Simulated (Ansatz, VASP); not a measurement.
# Ge2Sb2Te: VASP beside Ansatz

INCAR

```
SYSTEM = Ge2Sb2Te
  ALGO = Normal
  EDIFF = 1E-6
  EDIFFG = -0.04
  ENCUT = 600
  GGA = PE
  IBRION = 2
  ISIF = 3
  ISMEAR = 0
  LASPH = .TRUE.
  LCHARG = .FALSE.
  LREAL = .FALSE.
  LWAVE = .FALSE.
  NELM = 60
  NSW = 90
  PREC = Accurate
  SIGMA = 0.1
```

File KPOINTS:

```
k-points
0
G
  6 6 4
  0 0 0
```

File POSCAR:

```
Ge2Sb2Te
1.0
    5.1698294509      0.0000000000      0.0000000000
   -2.5849147254      4.4772036377      0.0000000000
    0.0000000000      0.0000000000      6.1143643812
Ge Sb Te
2 2 1
Direct
    0.3333333333      0.6666666667      0.5000000000
    0.6666666667      0.3333333333      0.5000000000
    0.3333333333      0.6666666667      0.0000000000
    0.6666666667      0.3333333333      0.0000000000
    0.0000000000      0.0000000000      0.5000000000
```

Input for Ansatz:

```yaml
crystal:
  lattice:
    - [5.1698294509, 0.0, 0.0]
    - [-2.5849147254, 4.4772036377, 0.0]
    - [0.0, 0.0, 6.1143643812]
  atoms:
    - { symbol: Ge, position: [0.3333333333, 0.6666666667, 0.5] }
    - { symbol: Ge, position: [0.6666666667, 0.3333333333, 0.5] }
    - { symbol: Sb, position: [0.3333333333, 0.6666666667, 0.0] }
    - { symbol: Sb, position: [0.6666666667, 0.3333333333, 0.0] }
    - { symbol: Te, position: [0.0, 0.0, 0.5] }
basis:
  ecutwfc: 420
kpoints:
  mp_grid: { grid: [6, 6, 4] }
hamiltonian:
  xc: pbe
scf:
  occupations: { method: gaussian, width: 0.1 }
  lower_state_search: "off"
output:
  forces: true
  stress: true
  eigenvalues: true
relax:
  adjacent_minimum: "off"
  f_tol: 0.04
  max_steps: 70
  cell: { stress_tol: 0.4 }
```

Alike in both runs: task relaxation of cell and atoms; functional PBE; k mesh 6 × 6 × 4; occupations gaussian, width 0.1 eV; no spin polarisation.

|  | VASP | Ansatz |
| --- | --- | --- |
| version | VASP 6.6.1 | Ansatz 0.2.0 |
| potentials or method | VASP PAW PBE potentials, release 64 (Ge_d, Sb, Te), cutoff 600 eV | scalar-relativistic, plane waves, PAW |
| valence electrons in the cell | 44 | 74 |

Ansatz gave:

* gap on the k mesh at the Fermi level, each at its own relaxed structure (eV): none
* relaxed volume (Å³/atom): 28.34
* relaxed length of the cell vector where the two differ most in proportion (Å): 5.939

What did VASP give for the same quantities?

gap on the k mesh at the Fermi level, each at its own relaxed structure (eV): none; relaxed volume (Å³/atom): 28.10; relaxed length of the cell vector where the two differ most in proportion (Å): 5.921.

A gap of «none» marks a metal or a gap that the smearing closes. VASP's potentials hold 44 valence electrons a cell and Ansatz's 74, so a difference there can come from the potentials and not from the codes.

Neither program's run includes spin-orbit coupling.
